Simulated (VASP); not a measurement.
A run of VASP 6.6.1 is set up as follows.

The input INCAR:

```
SYSTEM = Ti6C
PREC = Accurate ; ENCUT = 600
EDIFF = 1E-6 ; ISMEAR = 0
SIGMA = 0.1 ; LREAL = .False.
LASPH = .True. ; NELM = 100
ALGO = Normal ; ISIF = 3
LWAVE = .False. ; LCHARG = .False.
GGA = PE ; IBRION = 2
NSW = 100 ; EDIFFG = -0.01
```

File KPOINTS:

```
Automatic mesh
0
Gamma
  6 6 6
  0 0 0
```

POSCAR

```
Ti6C
1.0
    6.2261678745      0.0000000000      0.0000000000
    0.0000000000      6.2261678745      0.0000000000
    0.0000000000      0.0000000000      6.2261678745
Ti C
6 1
Direct
    0.6543651589      0.0000000000      0.0000000000
    0.3456348411      0.0000000000      0.0000000000
    0.0000000000      0.6543651589      0.0000000000
    0.0000000000      0.3456348411      0.0000000000
    0.0000000000      0.0000000000      0.6543651589
    0.0000000000      0.0000000000      0.3456348411
    0.0000000000      0.0000000000      0.0000000000
```

Potentials or basis: VASP PAW PBE potentials, release 64 (Ti_sv, C).

Launch:

```console
$ cat potpaw_PBE.64/Ti_sv/POTCAR potpaw_PBE.64/C/POTCAR > POTCAR
$ mpirun -np 1 vasp_std > vasp.out
```

Question: Estimate the band gap on the k mesh.

Answer: Zero (band 38 reaches 1.86 eV, above the bottom of band 39 at 1.62 eV).

Question: What does it give for the relaxed volume?

Answer: 34.57 Å³/atom.

Question: Estimate the relaxed cell.

Answer: a = 6.232 Å, b = 6.232 Å, c = 6.232 Å, α = 90.00°, β = 90.00°, γ = 90.00°.

Question: Predict the space group after relaxing (to 0.05 Å).

Answer: Pm-3m (No. 221).

Forces in eV/Å, atoms in the order of the input:
```
Ti  -0.005  0.000  0.000
Ti   0.005  0.000  0.000
Ti   0.000 -0.005  0.000
Ti   0.000  0.005  0.000
Ti   0.000  0.000 -0.005
Ti   0.000  0.000  0.005
C    0.000  0.000  0.000
```
